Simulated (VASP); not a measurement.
Crystal: SiC.

```xyz
2
Lattice="0.0000 2.1781 2.1345 2.1781 0.0000 2.1345 2.1781 2.1781 0.0000" Properties=species:S:1:pos:R:3 pbc="T T T"
Si    0.0000    0.0000    0.0000
C     1.0890    1.0890    1.0672
```

This cell differs from its parent crystal: uniaxial z strain -2.0%.

Base run:

- Program: VASP 6.6.1
- Functional: PBE
- Potentials or basis: VASP PAW PBE potentials, release 64 (Si, C)
- Cutoff: 520 eV
- k mesh: 10 × 10 × 10
- Occupations: fermi-dirac, width 0.02 eV
- Spin: no spin polarisation

Its results: band gap on the k mesh 1.13 eV, indirect (least direct gap 4.54 eV); pressure 8.2 GPa.

**Question.** The run is repeated on the same cell with these changes: functional from PBE to r2SCAN; occupations from fermi-dirac, width 0.02 eV to gaussian, width 0.01 eV. What comes out?

**Answer.** Band gap on the k mesh 1.49 eV, indirect (least direct gap 5.06 eV); pressure 4.6 GPa.

Caveats: the PAW data sets were made with another functional, which shifts forces and pressure a little (some runs).

A k mesh can miss the band edges.
